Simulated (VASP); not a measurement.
Write the native input for VASP 6.6.1 that does the following.

```yaml
Task: single point
Functional: PBE
Potentials_or_basis: VASP PAW PBE potentials, release 64 (Hf_pv, Te, W_sv, S)
Cutoff: 520 eV
k_mesh: 6 × 6 × 2
Occupations: gaussian, width 0.1 eV
Spin: collinear spin, zero start
Starting_moments: "[0.0, 0.0, 0.0, 0.0, 0.0, 0.0] μB"
Dipole_correction: no
Further_INCAR_settings: ALGO = Normal; EDIFF = 1e-06; NBANDS = 43
```

The structure of Hf2TeW2S lies in POSCAR:

```
Hf2TeW2S
1.0
    4.1112852100      0.0000000000      0.0000000000
   -2.0556426100      3.5604774400      0.0000000000
    0.0000000000      0.0000000000      9.0627062100
Hf Te W S
2 1 2 1
Direct
    0.3333333300      0.6666666700      0.8018371100
    0.6666666700      0.3333333300      0.1981628900
    0.0000000000      0.0000000000      0.0000000000
    0.3333333300      0.6666666700      0.2137937400
    0.6666666700      0.3333333300      0.7862062600
    0.0000000000      0.0000000000      0.5000000000
```

The cell was generated, and may not be a known phase.

One way to write it, as run:

INCAR

```
PREC = Accurate
ENCUT = 520
EDIFF = 1E-6
ISMEAR = 0
SIGMA = 0.1
LREAL = False
LASPH = True
NELM = 150
ALGO = Normal
ISIF = 2
LWAVE = False
LCHARG = False
ISPIN = 2
MAGMOM = 0 0 0 0 0 0
LORBIT = 11
LMAXMIX = 4
GGA = PE
NBANDS = 43
```

KPOINTS

```
regular mesh
0
Gamma
  6 6 2
```

Potentials or basis: VASP PAW PBE potentials, release 64 (Hf_pv, Te, W_sv, S).

Command:

```console
$ cat potpaw_PBE.64/Hf_pv/POTCAR potpaw_PBE.64/Te/POTCAR potpaw_PBE.64/W_sv/POTCAR potpaw_PBE.64/S/POTCAR > POTCAR
$ mpirun -np 1 vasp_std > vasp.out
```

Results of the run:

```
Pressure                                              : 16.8 GPa
Largest force                                         : 1.483 eV/Å
Band gap on the k mesh                                : zero (filled and empty bands overlap)
Net moment                                            : 0.00 μB per cell
Valence electrons inside the program's atomic spheres : Hf 9.05; Te 3.37; W 12.44; S 3.51
```

Caveat: the stress differs along the axes, from -13 to 31 GPa; spin-orbit coupling is left out, which moves the levels of the heavy elements; forces of over 1 eV/Å act on the atoms, so gaps and moduli don't describe the material at rest.

Wall time 110 s on 1 thread of Intel(R) Xeon(R) Platinum 8488C (Sapphire Rapids), with other jobs on the host, peak memory 0.39 GiB.
